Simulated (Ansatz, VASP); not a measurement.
## SrScS2 in VASP and in Ansatz

```
Sr Sc S
1.0
     4.24974    0.00000    0.00000
     0.00000    4.78217    0.00000
     0.00000    0.00000    9.41882
Sr Sc S
2 2 4
Direct
  0.25000 0.75000 0.32245
  0.75000 0.25000 0.67755
  0.75000 0.25000 0.09060
  0.25000 0.75000 0.90940
  0.75000 0.75000 0.05570
  0.25000 0.25000 0.94430
  0.75000 0.25000 0.34730
  0.25000 0.75000 0.65270
```

Alike in both runs: task single point; functional PBE; k mesh 8 × 7 × 4; no spin polarisation.

|  | VASP | Ansatz |
| --- | --- | --- |
| version | VASP 6.6.1 | Ansatz 0.2.0 |
| potentials or method | VASP PAW PBE potentials, release 64 (Sr_sv, Sc_sv, S), cutoff 520 eV | PAW plane waves |
| occupations | fermi-dirac, width 0.1 eV | fermi-dirac |
| valence electrons in the cell | 66 | 66 |

```tsv
	VASP	Ansatz	Ansatz less VASP
pressure (GPa)	2.9	2.7	-0.18
traceless stress, the component that is largest in VASP (GPa)	4.41	4.35	-0.056
rms of the force components (eV/Å)	0.447	0.444	-0.0033
```

Atom by atom the forces differ by 0.005 eV/Å (rms over components).
